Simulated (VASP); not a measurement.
# Si3Bi2Te2 (P6mm) in VASP: single point with PBE

Aim: the single point of Si3Bi2Te2 with PBE.

All numbers are computed with VASP 6.6.1; they aren't measurements. Logs are shortened: lines on timing, memory, paths and dates and some standing lists are left out, and cuts for length are marked.

## Step 1: The cell of the first run

The structure is hexagonal, space group P6mm (No. 183). Conventional cell: a = 5.186 Å, b = 5.186 Å, c = 9.204 Å, α = 90.00°, β = 90.00°, γ = 120.00°. Within 4.1 Å of Si (site symmetry 6mm) lie 6 Si at 3.08 Å and 6 Bi at 3.65 Å. Si (site symmetry 3m) has 1 Te at 2.80 Å and 1 Bi at 2.81 Å and 6 Si at 2.99 to 3.08 Å within 3.7 Å. Within 3.7 Å of Bi (site symmetry 3m) lie 4 Si at 2.81 to 3.65 Å and 3 Bi at 2.99 Å and 1 Te at 3.60 Å. Te (site symmetry 3m) has 1 Si at 2.80 Å and 3 Te at 2.99 Å and 1 Bi at 3.60 Å within 3.7 Å.

The cell was built from a structure type or drawn by symmetry, and may not be a known phase.

## Step 2: Single point, PBE

INCAR

```
PREC = Accurate
ENCUT = 500
EDIFF = 1E-6
ISMEAR = 0
SIGMA = 0.2
LREAL = F
LASPH = T
NELM = 120
ALGO = Normal
ISIF = 2
LWAVE = F
LCHARG = T
GGA = PE
LELF = T
LVHAR = T
NBANDS = 36
GGA_COMPAT = F
```

KPOINTS

```
Automatic mesh
0
Gamma
  3 3 3
```

POSCAR

```
Si3Bi2Te2
1.0
    5.1855451002      0.0000000000      0.0000000000
   -2.5927725501      4.4908137892      0.0000000000
    0.0000000000      0.0000000000      9.2043389751
Si Bi Te
3 2 2
Direct
    0.0000000000      0.0000000000      0.9719379987
    0.3333333333      0.6666666667      0.0492663618
    0.6666666667      0.3333333333      0.0492663618
    0.3333333333      0.6666666667      0.7442581910
    0.6666666667      0.3333333333      0.7442581910
    0.3333333333      0.6666666667      0.3534043729
    0.6666666667      0.3333333333      0.3534043729
```

Potentials or basis: VASP PAW PBE potentials, release 64 (Si, Bi_d, Te).

On the command line:

```console
cat potpaw_PBE.64/Si/POTCAR potpaw_PBE.64/Bi_d/POTCAR potpaw_PBE.64/Te/POTCAR > POTCAR
mpirun -np 1 vasp_std > vasp.out
```

OUTCAR:

```text
PREC = Accurate
   ENCUT = 500
   EDIFF = 1E-6
   ISMEAR = 0
   LREAL = F
   LASPH = T
   NELM = 120
   ISIF = 2
   GGA = PE

 ion  position               nearest neighbor table
   1  0.000  0.000  0.972-   2 3.08   3 3.08   2 3.08   3 3.08   3 3.08   2 3.08
   2  0.333  0.667  0.049-   6 2.80   4 2.81   3 2.99   3 2.99   3 2.99   1 3.08   1 3.08   1 3.08

   3  0.667  0.333  0.049-   7 2.80   5 2.81   2 2.99   2 2.99   2 2.99   1 3.08   1 3.08   1 3.08

   4  0.333  0.667  0.744-   2 2.81   5 2.99   5 2.99   5 2.99   6 3.60
   5  0.667  0.333  0.744-   3 2.81   4 2.99   4 2.99   4 2.99   7 3.60
   6  0.333  0.667  0.353-   2 2.80   7 2.99   7 2.99   7 2.99   4 3.60
   7  0.667  0.333  0.353-   3 2.80   6 2.99   6 2.99   6 2.99   5 3.60

  LATTYP: Found a hexagonal cell.
 ALAT       =     5.1855451002
 C/A-ratio  =     1.7749993101

  Lattice vectors:

 A1 = (   5.1855451002,   0.0000000000,   0.0000000000)
 A2 = (  -2.5927725501,   4.4908137892,   0.0000000000)
 A3 = (   0.0000000000,   0.0000000000,   9.2043389751)

Analysis of symmetry for initial positions (statically):
=====================================================================
 Subroutine PRICEL returns:
 Original cell was already a primitive cell.

 Routine SETGRP: Setting up the symmetry group for a
 hexagonal supercell.

 Subroutine GETGRP returns: Found 12 space group operations
 (whereof 12 operations were pure point group operations)
 out of a pool of 24 trial point group operations.

The static configuration has the point symmetry C_6v.

Analysis of symmetry for dynamics (positions and initial velocities):
=====================================================================
 Subroutine PRICEL returns:
 Original cell was already a primitive cell.

 Routine SETGRP: Setting up the symmetry group for a
 hexagonal supercell.

 Subroutine GETGRP returns: Found 12 space group operations
 (whereof 12 operations were pure point group operations)
 out of a pool of 24 trial point group operations.

The dynamic configuration has the point symmetry C_6v.

 Subroutine INISYM returns: Found 12 space group operations
 (whereof 12 operations are pure point group operations),
 and found     1 'primitive' translations

----------------------------------------------------------------------------------------

                                     Primitive cell

  volume of cell :     214.3444

  direct lattice vectors                    reciprocal lattice vectors
     5.185545100  0.000000000  0.000000000     0.192843757  0.111338395  0.000000000
    -2.592772550  4.490813789  0.000000000     0.000000000  0.222676790  0.000000000
     0.000000000  0.000000000  9.204338975     0.000000000  0.000000000  0.108644412

  length of vectors
     5.185545100  5.185545100  9.204338975     0.222676790  0.222676790  0.108644412

  position of ions in fractional coordinates (direct lattice)
     0.000000000  0.000000000  0.971937999
     0.333333333  0.666666667  0.049266362
     0.666666667  0.333333333  0.049266362
     0.333333333  0.666666667  0.744258191
     0.666666667  0.333333333  0.744258191
     0.333333333  0.666666667  0.353404373
     0.666666667  0.333333333  0.353404373

  ion indices of the primitive-cell ions
   primitive index   ion index
                 1           1
                 2           2
                 3           3
                 4           4
                 5           5
                 6           6
                 7           7

----------------------------------------------------------------------------------------

 KPOINTS: Automatic mesh

Automatic generation of k-mesh.
 Grid dimensions read from file:
 generate k-points for:    3    3    3

 Generating k-lattice:

  Cartesian coordinates                     Fractional coordinates (reciprocal lattice)
     0.064281252  0.037112798  0.000000000     0.333333333  0.000000000  0.000000000
     0.000000000  0.074225597  0.000000000     0.000000000  0.333333333  0.000000000
     0.000000000  0.000000000  0.036214804     0.000000000  0.000000000  0.333333333

  Length of vectors
     0.074225597  0.074225597  0.036214804

  Shift w.r.t. Gamma in fractional coordinates (k-lattice)
     0.000000000  0.000000000  0.000000000

 Subroutine IBZKPT returns following result:
 ===========================================

 Found      6 irreducible k-points:

 Following reciprocal coordinates:
            Coordinates               Weight
  0.000000  0.000000  0.000000      1.000000
  0.333333  0.000000  0.000000      6.000000
  0.333333  0.333333  0.000000      2.000000
  0.000000  0.000000  0.333333      2.000000
  0.333333  0.000000  0.333333     12.000000
  0.333333  0.333333  0.333333      4.000000
   k-points           NKPTS =      6   k-points in BZ     NKDIM =      6   number of bands    NBANDS=     36
   number of dos      NEDOS =    301   number of ions     NIONS =      7
   total plane-waves  NPLWV = 112000
   dimension x,y,z NGX =    40 NGY =   40 NGZ =   70
   dimension x,y,z NGXF=    80 NGYF=   80 NGZF=  140
   ions per type =               3   2   2
   NGX,Y,Z   is equivalent  to a cutoff of  12.82, 12.82, 12.64 a.u.
   NGXF,Y,Z  is equivalent  to a cutoff of  25.65, 25.65, 25.29 a.u.
 SYSTEM =  unknown system
   PREC   = accura    normal or accurate (medium, high low for compatibility)
   ISTART =      0    job   : 0-new  1-cont  2-samecut
   ICHARG =      2    charge: 1-file 2-atom 10-const
   ISPIN  =      1    spin polarized calculation?
   LNONCOLLINEAR =      F non collinear calculations
   LSORBIT =      F    spin-orbit coupling
   LASPH  =      T    aspherical Exc in radial PAW
   ENCUT  =  500.0 eV  36.75 Ry    6.06 a.u.   9.45  9.45 16.78*2*pi/ulx,y,z
   NELM   =    120;   NELMIN=  2; NELMDL= -5     # of ELM steps
   EDIFF  = 0.1E-05   stopping-criterion for ELM
   LREAL  =      F    real-space projection
   EDIFFG = 0.1E-04   stopping-criterion for IOM
   NSW    =      0    number of steps for IOM
   IBRION =     -1    ionic relax: 0-MD 1-quasi-New 2-CG
   NFREE  =      0    steps in history (QN), initial steepest desc. (CG)
   ISIF   =      2    stress and relaxation
   ISYM   =      2    0-nonsym 1-usesym 2-fastsym
   POTIM  = 0.5000    time-step for ionic-motion
   TEBEG  =    0.0;   TEEND  =   0.0 temperature during run
   PSTRESS=    0.0 pullay stress
   NELECT =      54.0000    total number of electrons
   NUPDOWN=      -1.0000    fix difference up-down
   EMIN   =  10.00;   EMAX   =-10.00  energy-range for DOS
   EFERMI =   0.00;   METHOD = LEGACY
   ISMEAR =     0;   SIGMA  =   0.20  broadening in eV -4-tet -1-fermi 0-gaus
   EFERMI_NEDOS =   21; number of points for ismear=-14 and -15
   IALGO  =     38    algorithm
   IMIX   =      4    mixing-type and parameters
     AMIX     =   0.40;   BMIX     =  1.00
     AMIX_MAG =   1.60;   BMIX_MAG =  1.00
  volume/ion in A,a.u.               =      30.62       206.64
  Fermi-wavevector in a.u.,A,eV,Ry     =   1.033956  1.953894 14.545513  1.069065
  Thomas-Fermi vector in A             =   2.168228
   LORBIT       =      0    0 simple, 1 ext, 2 COOP (PROOUT), +10 PAW based schemes
   GGA     = PE    functional components
   LHFCALC =     F    Hartree Fock is set to
   AEXX    =    0.0000 exact exchange contribution
   IVDW    =     0    specifies the selected vdW correction
   LEPSILON=     F    determine dielectric tensor
   LRPA    =     F    only Hartree local field effects (RPA)
 non-spin polarized calculation
 Gauss-broadening in eV      SIGMA  =   0.20
  energy-cutoff  :      500.00
  volume of cell :      214.34
 maximum number of plane-waves:      5463
 NGX is ok and might be reduce to    40
   NGX = 19   NGY = 19   NGZ = 33

 number of electron      53.9999998 magnetization

 Free energy of the ion-electron system (eV)
  ---------------------------------------------------
  ext. energy  EPLUGINS =         0.00000000
  ---------------------------------------------------
  free energy    TOTEN  =       -26.46465707 eV

  energy without entropy =      -26.34713612  energy(sigma->0) =      -26.40589659

 E-fermi :   5.6130     XC(G=0):  -8.9850

 val. band max:        5.5811799830   @ k =   0.3333   0.0000   0.0000
 cond. band min:       5.6505563510   @ k =   0.3333   0.0000   0.3333
 fundamental gap:      0.0693763679
 Fermi energy:         5.6129554732

 k-point     1 :       0.0000    0.0000    0.0000
  band No.  band energies     occupation
      1     -17.5918      2.00000
      2     -17.5918      2.00000
      3     -17.5605      2.00000
      4     -17.4849      2.00000
      5     -17.4849      2.00000
      6     -17.4014      2.00000
[... 28 lines left out ...]
     35       9.3900      0.00000
     36       9.9222      0.00000

 k-point     2 :       0.3333    0.0000    0.0000
  band No.  band energies     occupation
      1     -17.6708      2.00000
      2     -17.6651      2.00000
      3     -17.5604      2.00000
      4     -17.4937      2.00000
      5     -17.4620      2.00000
      6     -17.3695      2.00000
[... 28 lines left out ...]
     35       9.2690      0.00000
     36       9.4408      0.00000

 k-point     3 :       0.3333    0.3333    0.0000
  band No.  band energies     occupation
      1     -17.7398      2.00000
      2     -17.6028      2.00000
      3     -17.6028      2.00000
      4     -17.5025      2.00000
      5     -17.4160      2.00000
      6     -17.4160      2.00000
[... 28 lines left out ...]
     35       9.6615      0.00000
     36       9.6615      0.00000

 k-point     4 :       0.0000    0.0000    0.3333
  band No.  band energies     occupation
      1     -17.5918      2.00000
      2     -17.5918      2.00000
      3     -17.5604      2.00000
      4     -17.4849      2.00000
      5     -17.4849      2.00000
      6     -17.4014      2.00000
[... 28 lines left out ...]
     35       8.1760      0.00000
     36      10.2075      0.00000

 k-point     5 :       0.3333    0.0000    0.3333
  band No.  band energies     occupation
      1     -17.6708      2.00000
      2     -17.6651      2.00000
      3     -17.5604      2.00000
      4     -17.4937      2.00000
      5     -17.4620      2.00000
      6     -17.3695      2.00000
[... 28 lines left out ...]
     35       8.9022      0.00000
     36       9.3008      0.00000

 k-point     6 :       0.3333    0.3333    0.3333
  band No.  band energies     occupation
      1     -17.7398      2.00000
      2     -17.6028      2.00000
      3     -17.6028      2.00000
      4     -17.5025      2.00000
      5     -17.4160      2.00000
      6     -17.4160      2.00000
[... 28 lines left out ...]
     35       8.9509      0.00000
     36       9.6876      0.00000

------------------------ aborting loop because EDIFF is reached ----------------------------------------

  FORCE on cell =-STRESS in cart. coord.  units (eV):
  Direction    XX          YY          ZZ          XY          YZ          ZX
  --------------------------------------------------------------------------------------
  -------------------------------------------------------------------------------------
  Total       -0.1390761     -0.1390761      0.1718983      0.0000000      0.0000000      0.0000000
  in kB       -1.0395634     -1.0395634      1.2849023      0.0000000      0.0000000      0.0000000
  external PRESSURE =      -0.2647415 kB  Pullay stress =       0.0000000 kB

 VOLUME and BASIS-vectors are now :
 -----------------------------------------------------------------------------
  energy-cutoff  :      500.00
  volume of cell :      214.34
      direct lattice vectors                 reciprocal lattice vectors
     5.185545100  0.000000000  0.000000000     0.192843757  0.111338395  0.000000000
    -2.592772550  4.490813789  0.000000000     0.000000000  0.222676790  0.000000000
     0.000000000  0.000000000  9.204338975     0.000000000  0.000000000  0.108644412

 POSITION                                       TOTAL-FORCE (eV/Angst)
 -----------------------------------------------------------------------------------
      0.00000      0.00000      8.94605         0.000000     -0.000000     -0.018563
     -0.00000      2.99388      0.45346        -0.000000      0.000000      0.033294
      2.59277      1.49694      0.45346         0.000000     -0.000000      0.033294
     -0.00000      2.99388      6.85040         0.000000     -0.000000      0.007101
      2.59277      1.49694      6.85040        -0.000000      0.000000      0.007101
     -0.00000      2.99388      3.25285        -0.000000     -0.000000     -0.031114
      2.59277      1.49694      3.25285         0.000000     -0.000000     -0.031114
 -----------------------------------------------------------------------------------
    total drift:                               -0.000000     -0.000000     -0.000560

  FREE ENERGIE OF THE ION-ELECTRON SYSTEM (eV)
  ---------------------------------------------------
  free  energy   TOTEN  =       -26.4646570662 eV

  energy  without entropy=      -26.3471361193  energy(sigma->0) =      -26.40589659
```

Run time: 69 s. Hardware: 1 thread of Intel Xeon Platinum 8488C (Sapphire Rapids), shared host; peak memory 0.33 GiB.

Results:

```yaml
Free_energy: -26.4647 eV
Pressure: 0.0 GPa
Largest_force: 0.033 eV/Å
Band_gap_on_the_k_mesh: zero (bands 27 and 28 overlap by 1.46 eV)
```

Forces on the atoms (eV/Å):
```
Si   0.000  0.000 -0.019
Si   0.000  0.000  0.033
Si   0.000  0.000  0.033
Bi   0.000  0.000  0.007
Bi   0.000  0.000  0.007
Te   0.000  0.000 -0.031
Te   0.000  0.000 -0.031
```

Caveat: the k points lie up to 0.47 Å⁻¹ apart, too coarse for converged energies and pressures of a metal; spin-orbit coupling is left out, which moves the levels of the heavy elements.
